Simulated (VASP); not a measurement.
# Si3N in VASP: a series of runs

The runs below take Si3N through single point, with PBE+D3(BJ).

Everything below comes from runs of VASP 6.6.1. Logs are shortened: lines on timing, memory, paths and dates and some standing lists are left out, and cuts for length are marked.

## 1. The cell of the first run

The cell holds a slab with vacuum, 8 atoms: a = 3.816 Å, b = 3.816 Å, c = 25.791 Å, α = 90.00°, β = 90.00°, γ = 120.00°.

## 2. Single point, PBE+D3(BJ)

File INCAR:

```
PREC     = Accurate       # precision mode
ENCUT    = 520            # plane-wave cutoff, eV
EDIFF    = 1E-7           # SCF threshold, eV
ISMEAR   = 0              # smearing method
SIGMA    = 0.05           # smearing width, eV
LREAL    = F              # projectors in reciprocal space
LASPH    = T              # aspherical terms in the spheres
NELM     = 80             # most SCF steps
ALGO     = Normal         # electronic algorithm
ISIF     = 2              # what is computed and relaxed
LWAVE    = F              # write WAVECAR
LCHARG   = T              # write CHGCAR
LDIPOL   = T            
IDIPOL   = 3            
DIPOL    = 0.5 0.5 0.361
GGA      = PE             # functional
IVDW     = 12             # dispersion correction
LELF     = T              # ELF
LVHAR    = T            
LVACPOTAV= T            
NBANDS   = 27             # bands
```

File KPOINTS:

```
Automatic mesh
0
Gamma
  9 9 1
```

File POSCAR:

```
Si3N
1.0
    3.8155170197      0.0000000000      0.0000000000
   -1.9077585099      3.3043346676      0.0000000000
    0.0000000000      0.0000000000     25.7913833664
Si N
6 2
Direct
    0.6666666667      0.3333333333      0.1550905565
    0.3333333333      0.6666666667      0.1859793801
    0.3333333333      0.6666666667      0.2774751471
    0.6666666667      0.3333333333      0.3070263804
    0.6666666667      0.3333333333      0.3997350368
    0.3333333333      0.6666666667      0.4261649408
    0.3333333333      1.1666666667      0.5463601221
    0.3333333333      1.1666666667      0.5890100252
```

Potentials or basis: VASP PAW PBE potentials, release 64 (Si, N).

Launch:

```
$ cat potpaw_PBE.64/Si/POTCAR potpaw_PBE.64/N/POTCAR > POTCAR
$ mpirun -np 1 vasp_std > vasp.out
```

OUTCAR:

```text
PREC = Accurate
   ENCUT = 520
   EDIFF = 1E-7
   ISMEAR = 0
   LREAL = F
   LASPH = T
   NELM = 80
   ISIF = 2
   GGA = PE
   IVDW = 12
 IVDW          = 12

 ion  position               nearest neighbor table
   1  0.667  0.333  0.155-   2 2.34   2 2.34   2 2.34
   2  0.333  0.667  0.186-   1 2.34   1 2.34   1 2.34   3 2.36
   3  0.333  0.667  0.277-   4 2.33   4 2.33   4 2.33   2 2.36
   4  0.667  0.333  0.307-   3 2.33   3 2.33   3 2.33   5 2.39
   5  0.667  0.333  0.400-   6 2.31   6 2.31   6 2.31   4 2.39
   6  0.333  0.667  0.426-   5 2.31   5 2.31   5 2.31
   7  0.333  0.167  0.546-   8 1.10
   8  0.333  0.167  0.589-   7 1.10

  LATTYP: Found a hexagonal cell.
 ALAT       =     3.8155170197
 C/A-ratio  =     6.7596038055

  Lattice vectors:

 A1 = (   3.8155170197,   0.0000000000,   0.0000000000)
 A2 = (  -1.9077585099,   3.3043346676,   0.0000000000)
 A3 = (   0.0000000000,   0.0000000000,  25.7913833664)

Analysis of symmetry for initial positions (statically):
=====================================================================
 Subroutine PRICEL returns:
 Original cell was already a primitive cell.

 Routine SETGRP: Setting up the symmetry group for a
 hexagonal supercell.

 Subroutine GETGRP returns: Found  2 space group operations
 (whereof  2 operations were pure point group operations)
 out of a pool of 24 trial point group operations.

The static configuration has the point symmetry C_1h.

Analysis of symmetry for dynamics (positions and initial velocities):
=====================================================================
 Subroutine PRICEL returns:
 Original cell was already a primitive cell.

 Routine SETGRP: Setting up the symmetry group for a
 hexagonal supercell.

 Subroutine GETGRP returns: Found  2 space group operations
 (whereof  2 operations were pure point group operations)
 out of a pool of 24 trial point group operations.

The dynamic configuration has the point symmetry C_1h.

 Subroutine INISYM returns: Found  2 space group operations
 (whereof  2 operations are pure point group operations),
 and found     1 'primitive' translations

----------------------------------------------------------------------------------------

                                     Primitive cell

  volume of cell :     325.1712

  direct lattice vectors                    reciprocal lattice vectors
     3.815517020  0.000000000  0.000000000     0.262087679  0.151316392  0.000000000
    -1.907758510  3.304334668  0.000000000     0.000000000  0.302632784  0.000000000
[... 110 lines left out ...]
   EFERMI =   0.00;   METHOD = LEGACY
   ISMEAR =     0;   SIGMA  =   0.05  broadening in eV -4-tet -1-fermi 0-gaus
   EFERMI_NEDOS =   21; number of points for ismear=-14 and -15
   IALGO  =     38    algorithm
   IMIX   =      4    mixing-type and parameters
     AMIX     =   0.40;   BMIX     =  1.00
     AMIX_MAG =   1.60;   BMIX_MAG =  1.00
  volume/ion in A,a.u.               =      40.65       274.30
  Fermi-wavevector in a.u.,A,eV,Ry     =   0.771253  1.457458  8.093179  0.594832
  Thomas-Fermi vector in A             =   1.872632
   LORBIT       =      0    0 simple, 1 ext, 2 COOP (PROOUT), +10 PAW based schemes
   GGA     = PE    functional components
   LHFCALC =     F    Hartree Fock is set to
   AEXX    =    0.0000 exact exchange contribution
   IVDW    =    12    specifies the selected vdW correction
   LEPSILON=     F    determine dielectric tensor
   LRPA    =     F    only Hartree local field effects (RPA)
 non-spin polarized calculation
 Gauss-broadening in eV      SIGMA  =   0.05
  energy-cutoff  :      520.00
  volume of cell :      325.17
 maximum number of plane-waves:      8835
   NGX = 15   NGY = 15   NGZ = 95

 dipolmoment           0.000000      0.000000      0.060058 electrons x Angstroem

 number of electron      33.9999997 magnetization

 dipolmoment           0.000000      0.000000     -0.009281 electrons x Angstroem

 Free energy of the ion-electron system (eV)
  ---------------------------------------------------
  ext. energy  EPLUGINS =         0.00000000
  ---------------------------------------------------
  free energy    TOTEN  =       -46.68398539 eV

  energy without entropy =      -46.68111509  energy(sigma->0) =      -46.68255024

 E-fermi :  -0.2487     XC(G=0):  -4.9018

 val. band max:       -0.2712429499   @ k =   0.0000   0.0000   0.0000
 cond. band min:      -0.1625653403   @ k =  -0.1111   0.3333   0.0000
 fundamental gap:      0.1086776096
 Fermi energy:        -0.2486894384

 k-point     1 :       0.0000    0.0000    0.0000
  band No.  band energies     occupation
      1     -24.4642      2.00000
      2     -12.1044      2.00000
      3     -11.2975      2.00000
      4     -10.3639      2.00000
      5      -9.6143      2.00000
      6      -7.4613      2.00000
[... 709 lines left out ...]
     26       4.2442      0.00000
     27       4.9728      0.00000

 [... further k-points ...]

------------------------ aborting loop because EDIFF is reached ----------------------------------------

 Edisp (eV)   -1.80903

 E8    (eV) :    -0.7497

  FORCE on cell =-STRESS in cart. coord.  units (eV):
  Direction    XX          YY          ZZ          XY          YZ          ZX
  --------------------------------------------------------------------------------------
  -------------------------------------------------------------------------------------
  Total       0.56662     0.60417     2.14023    -0.03252    -0.02873    -0.04976
  in kB       2.79182     2.97685    10.54532    -0.16024    -0.14156    -0.24519
  external pressure =        5.44 kB  Pullay stress =        0.00 kB

 VOLUME and BASIS-vectors are now :
 -----------------------------------------------------------------------------
  energy-cutoff  :      520.00
  volume of cell :      325.17
      direct lattice vectors                 reciprocal lattice vectors
     3.815517020  0.000000000  0.000000000     0.262087679  0.151316392  0.000000000
    -1.907758510  3.304334668  0.000000000     0.000000000  0.302632784  0.000000000
     0.000000000  0.000000000 25.791383366     0.000000000  0.000000000  0.038772639

 POSITION                                       TOTAL-FORCE (eV/Angst)
 -----------------------------------------------------------------------------------
      1.90776      1.10144      4.00000         0.009927      0.005731      0.476878
     -0.00000      2.20289      4.79667         0.004560      0.002633     -0.579037
     -0.00000      2.20289      7.15647        -0.007213     -0.004165      0.115159
      1.90776      1.10144      7.91864        -0.011482     -0.006629      0.010528
      1.90776      1.10144     10.30972        -0.008789     -0.005074      0.006271
     -0.00000      2.20289     10.99138         0.020518      0.011846     -0.032231
      0.95388      0.55072     14.09138        -0.010019     -0.005785     -2.240622
      0.95388      0.55072     15.19138         0.002498      0.001442      2.243054
 -----------------------------------------------------------------------------------
    total drift:                                0.000034      0.000019      0.000185

  FREE ENERGIE OF THE ION-ELECTRON SYSTEM (eV)
  ---------------------------------------------------
  free  energy   TOTEN  =       -48.4930120450 eV

  energy  without entropy=      -48.4901417483  energy(sigma->0) =      -48.49157690

 vacuum level on the upper side and lower side of the slab         4.391         4.525
```

stdout:

```text
POSCAR found type information on POSCAR SiN
 POSCAR found :  2 types and       8 ions
 scaLAPACK will be used
 LDA part: xc-table for (Slater+PW92), standard interpolation
 POSCAR, INCAR and KPOINTS ok, starting setup
 FFT: planning ... GRIDC
 FFT: planning ... GRID_SOFT
 FFT: planning ... GRID
 WAVECAR not read
 entering main loop
 -----------------------------------------------------------------------------
|                                                                             |
|           W    W    AA    RRRRR   N    N  II  N    N   GGGG   !!!           |
|           W    W   A  A   R    R  NN   N  II  NN   N  G    G  !!!           |
|           W    W  A    A  R    R  N N  N  II  N N  N  G       !!!           |
|           W WW W  AAAAAA  RRRRR   N  N N  II  N  N N  G  GGG   !            |
|           WW  WW  A    A  R   R   N   NN  II  N   NN  G    G                |
|           W    W  A    A  R    R  N    N  II  N    N   GGGG   !!!           |
|                                                                             |
|     Did not find any points to average over, which means that no vacuum     |
|     field-free region was found. Please increase the size of  your cell     |
|     in the dimension of the dipole correction to obtain accurate            |
|     workfunction values.                                                    |
|                                                                             |
 -----------------------------------------------------------------------------
```

It took 5.1 min on 1 thread of AMD EPYC 9R45 (Zen 5), shared host; peak memory 0.44 GiB.

What came out:

- Free energy: -48.4930 eV
- Largest force: 2.243 eV/Å
- Band gap on the k mesh: zero (band 17 reaches -0.27 eV, above the bottom of band 18 at -0.35 eV)
- Dispersion energy per atom: -0.226 eV

Forces on the atoms (eV/Å):
```
Si   0.010  0.006  0.477
Si   0.005  0.003 -0.579
Si  -0.007 -0.004  0.115
Si  -0.011 -0.007  0.011
Si  -0.009 -0.005  0.006
Si   0.021  0.012 -0.032
N   -0.010 -0.006 -2.241
N    0.002  0.001  2.243
```

Caveat: the standard files for N, O and F lose accuracy on very short bonds.

## 3. Single point, PBE+D3(BJ)

File INCAR:

```
SYSTEM = Si3N
PREC = Accurate ; ENCUT = 520
EDIFF = 1E-6 ; ISMEAR = 0
SIGMA = 0.05 ; LREAL = .False.
LASPH = .True. ; NELM = 100
ALGO = Normal ; ISIF = 2
LWAVE = .False. ; LCHARG = .True.
LDIPOL = .True. ; IDIPOL = 3
DIPOL = 0.5 0.5 0.361 ; GGA = PE
IVDW = 12 ; LELF = .True.
LVHAR = .True. ; LVACPOTAV = .True.
NBANDS = 27
```

File KPOINTS:

```
Automatic mesh
0
Gamma
  9 9 1
  0 0 0
```

POSCAR, as its differences from that of step 2:

```diff
@@ -14,3 +14,3 @@
     0.3333333333      0.6666666667      0.4261649408
-    0.3333333333      1.1666666667      0.5463601221
-    0.3333333333      1.1666666667      0.5890100252
+    0.5000000000      1.0000000000      0.5463601221
+    0.5000000000      1.0000000000      0.5890100252
```

Potentials or basis: VASP PAW PBE potentials, release 64 (Si, N).

Launch:

```
$ cat potpaw_PBE.64/Si/POTCAR potpaw_PBE.64/N/POTCAR > POTCAR
$ mpirun -np 1 vasp_std > vasp.out
```

OUTCAR:

```text
SYSTEM = Si3N
   PREC = Accurate
   ENCUT = 520
   EDIFF = 1E-6
   ISMEAR = 0
   LREAL = .False.
   LASPH = .True.
   NELM = 100
   ISIF = 2
   GGA = PE
   IVDW = 12
 IVDW          = 12

 ion  position               nearest neighbor table
   1  0.667  0.333  0.155-   2 2.34   2 2.34   2 2.34
   2  0.333  0.667  0.186-   1 2.34   1 2.34   1 2.34   3 2.36
   3  0.333  0.667  0.277-   4 2.33   4 2.33   4 2.33   2 2.36
[... 943 lines left out ...]
  -------------------------------------------------------------------------------------
  Total       0.55056     0.59023     2.41641    -0.00000     0.10125    -0.00000
  in kB       2.71270     2.90815    11.90611    -0.00000     0.49887    -0.00000
  external pressure =        5.84 kB  Pullay stress =        0.00 kB

 VOLUME and BASIS-vectors are now :
 -----------------------------------------------------------------------------
  energy-cutoff  :      520.00
  volume of cell :      325.17
      direct lattice vectors                 reciprocal lattice vectors
     3.815517020  0.000000000  0.000000000     0.262087679  0.151316392  0.000000000
    -1.907758510  3.304334668  0.000000000     0.000000000  0.302632784  0.000000000
     0.000000000  0.000000000 25.791383366     0.000000000  0.000000000  0.038772639

 POSITION                                       TOTAL-FORCE (eV/Angst)
 -----------------------------------------------------------------------------------
      1.90776      1.10144      4.00000        -0.000000      0.008883      0.477183
     -0.00000      2.20289      4.79667        -0.000000      0.001661     -0.583447
     -0.00000      2.20289      7.15647        -0.000000      0.011780      0.121319
      1.90776      1.10144      7.91864         0.000000     -0.021562      0.009618
      1.90776      1.10144     10.30972         0.000000     -0.009425     -0.008989
     -0.00000      2.20289     10.99138         0.000000     -0.055580     -0.099419
      1.90776      0.00000     14.09138        -0.000000      0.111928     -2.168089
      1.90776      0.00000     15.19138         0.000000     -0.047685      2.251823
 -----------------------------------------------------------------------------------
    total drift:                                0.000000     -0.000090      0.000098

  FREE ENERGIE OF THE ION-ELECTRON SYSTEM (eV)
  ---------------------------------------------------
  free  energy   TOTEN  =       -48.4612487986 eV

  energy  without entropy=      -48.4584705939  energy(sigma->0) =      -48.45985970

 vacuum level on the upper side and lower side of the slab         4.259         4.615
```

stdout:

```text
POSCAR found type information on POSCAR SiN
 POSCAR found :  2 types and       8 ions
 scaLAPACK will be used
 LDA part: xc-table for (Slater+PW92), standard interpolation
 POSCAR, INCAR and KPOINTS ok, starting setup
 FFT: planning ... GRIDC
 FFT: planning ... GRID_SOFT
 FFT: planning ... GRID
 WAVECAR not read
 entering main loop
 -----------------------------------------------------------------------------
|                                                                             |
|           W    W    AA    RRRRR   N    N  II  N    N   GGGG   !!!           |
|           W    W   A  A   R    R  NN   N  II  NN   N  G    G  !!!           |
|           W    W  A    A  R    R  N N  N  II  N N  N  G       !!!           |
|           W WW W  AAAAAA  RRRRR   N  N N  II  N  N N  G  GGG   !            |
|           WW  WW  A    A  R   R   N   NN  II  N   NN  G    G                |
|           W    W  A    A  R    R  N    N  II  N    N   GGGG   !!!           |
|                                                                             |
|     Did not find any points to average over, which means that no vacuum     |
|     field-free region was found. Please increase the size of  your cell     |
|     in the dimension of the dipole correction to obtain accurate            |
|     workfunction values.                                                    |
|                                                                             |
 -----------------------------------------------------------------------------
```

It took 4.4 min on 1 thread of AMD EPYC 9R45 (Zen 5), shared host; peak memory 0.43 GiB.

Results:

```
Free energy                : -48.4612 eV
Largest force              : 2.252 eV/Å
Band gap on the k mesh     : zero (band 17 reaches -0.19 eV, above the bottom of band 18 at -0.26 eV)
Dispersion energy per atom : -0.226 eV
```

Forces on the atoms (eV/Å):
```
Si   0.000  0.009  0.477
Si   0.000  0.002 -0.583
Si   0.000  0.012  0.121
Si   0.000 -0.022  0.010
Si   0.000 -0.009 -0.009
Si   0.000 -0.056 -0.099
N    0.000  0.112 -2.168
N    0.000 -0.048  2.252
```

Levels at points of the mesh, in eV from the Fermi level:
```csv
k point,band 15,band 16,band 17,band 18,band 19,band 20
"(0.00, 0.00, 0.00)",-0.66,-0.03,-0.02,0.88,1.47,2.37
```

Caveat: the standard files for N, O and F lose accuracy on very short bonds.

## 4. Single point, PBE+D3(BJ)

File INCAR:

```
PREC = Accurate ; ENCUT = 520
EDIFF = 1E-7 ; ISMEAR = 0
SIGMA = 0.05 ; LREAL = F
LASPH = T ; NELM = 100
ALGO = Normal ; ISIF = 2
LWAVE = F ; LCHARG = T
LDIPOL = T ; IDIPOL = 3
DIPOL = 0.5 0.5 0.361 ; GGA = PE
IVDW = 12 ; LELF = T
LVHAR = T ; LVACPOTAV = T
NBANDS = 27
```

File KPOINTS:

```
regular mesh
0
Gamma
  9 9 1
```

POSCAR, as its differences from that of step 3:

```diff
@@ -14,3 +14,3 @@
     0.3333333333      0.6666666667      0.4261649408
-    0.5000000000      1.0000000000      0.5463601221
-    0.5000000000      1.0000000000      0.5890100252
+    0.6666666667      0.8333333333      0.5463601221
+    0.6666666667      0.8333333333      0.5890100252
```

Launch:

```
$ cat potpaw_PBE.64/Si/POTCAR potpaw_PBE.64/N/POTCAR > POTCAR
$ mpirun -np 1 vasp_std > vasp.out
```

Wall time 4.5 min (1 thread of AMD EPYC 9R45 (Zen 5), shared host); peak memory 0.45 GiB.

It converged, with:

```
Free energy                : -48.4666 eV
Largest force              : 2.247 eV/Å
Band gap on the k mesh     : zero (band 17 reaches -0.19 eV, above the bottom of band 18 at -0.27 eV)
Dispersion energy per atom : -0.226 eV
```

Forces on the atoms (eV/Å):
```
Si  -0.003 -0.002  0.480
Si  -0.003 -0.002 -0.584
Si   0.017  0.010  0.122
Si  -0.005 -0.003 -0.002
Si   0.002  0.001  0.010
Si  -0.070 -0.040 -0.090
N    0.107  0.062 -2.183
N   -0.044 -0.025  2.246
```

Levels at points of the mesh, in eV from the Fermi level:
| k point | band 14 | band 15 | band 16 | band 17 | band 18 | band 19 | band 20 | band 21 |
| --- | --- | --- | --- | --- | --- | --- | --- | --- |
| (0.00, 0.00, 0.00) | -0.67 | -0.67 | -0.03 | -0.03 | 0.88 | 1.47 | 2.40 | 2.43 |

Caveat: the standard files for N, O and F lose accuracy on very short bonds.
